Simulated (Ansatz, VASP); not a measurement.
## Two plane-wave programs on WC

```xyz
2
Lattice="2.9065 0.0000 0.0000 -1.4532 2.5171 0.0000 0.0000 0.0000 2.8366" Properties=species:S:1:pos:R:3 pbc="T T T"
W     0.0000    0.0000    0.0000
C     1.4533    0.8390    1.4183
```

Alike in both runs: task relaxation of cell and atoms; functional r2SCAN; k mesh 12 × 12 × 11; occupations fermi-dirac, width 0.1 eV; no spin polarisation.

```csv
,VASP,Ansatz
version,VASP 6.6.1,Ansatz 0.2.0
potentials or method,"VASP PAW PBE potentials, release 64 (W_sv, C), cutoff 600 eV",PAW plane waves
valence electrons in the cell,18,18
```

Ansatz gave:

| Item | Value |
| --- | --- |
| gap on the k mesh at the Fermi level, each at its own relaxed structure (eV) | none |
| relaxed volume (Å³/atom) | 10.42 |
| relaxed length of the cell vector where the two differ most in proportion (Å) | 2.836 |

Problem. Estimate VASP's values.

Solution. gap on the k mesh at the Fermi level, each at its own relaxed structure (eV): none; relaxed volume (Å³/atom): 10.46; relaxed length of the cell vector where the two differ most in proportion (Å): 2.840.

VASP's potentials were made for PBE, not for r2SCAN. A gap of «none» marks a metal or a gap that the smearing closes.

Neither program's run includes spin-orbit coupling.
